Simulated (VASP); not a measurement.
Wanted: the native input for a VASP 6.6.1 run.

```
Task                   : single point
Functional             : PBE
Potentials or basis    : VASP PAW PBE potentials, release 64 (Fe)
Cutoff                 : 520 eV
k mesh                 : 38 × 38 × 38
Occupations            : fermi-dirac, width 0.0612256 eV
Spin                   : no spin polarisation
Dipole correction      : no
Further INCAR settings : ALGO = Normal; EDIFF = 1e-06; NBANDS = 15
```

The structure of Fe lies in POSCAR:

```
Fe
1.0
    0.0000000000      2.4037715699      2.4037715699
    2.4037715699      0.0000000000      2.4037715699
    2.4037715699      2.4037715699      0.0000000000
Fe
2
Direct
    0.0000000000      0.0000000000      0.0000000000
    0.2500000000      0.2500000000      0.2500000000
```

This isn't the form of Fe at room conditions, which is bcc.

These files were run (other wordings do the same):

INCAR

```
SYSTEM = Fe
  PREC = Accurate
  ENCUT = 520
  EDIFF = 1E-6
  ISMEAR = -1
  SIGMA = 0.06122561905347299
  LREAL = .FALSE.
  LASPH = .TRUE.
  NELM = 60
  ALGO = Normal
  ISIF = 2
  LWAVE = .FALSE.
  LCHARG = .TRUE.
  GGA = PE
  LELF = .TRUE.
  LVHAR = .TRUE.
  NBANDS = 15
```

KPOINTS

```
Automatic mesh
0
G
  38 38 38
  0 0 0
```

Potentials or basis: VASP PAW PBE potentials, release 64 (Fe).

Command:

```bash
$ cat potpaw_PBE.64/Fe/POTCAR > POTCAR
$ mpirun -np 1 vasp_std > vasp.out
```

Results of the run:

* Pressure: 5.1 GPa
* Band gap on the k mesh: zero (bands 8 and 9 overlap by 0.81 eV)

Caveat: the cell stands under pressure; the run has no spin polarisation, though such a crystal can be magnetic.

Wall time 3.9 min on 1 thread of Intel(R) Xeon(R) 6975P-C (Granite Rapids) (shared host), peak memory 0.59 GiB.
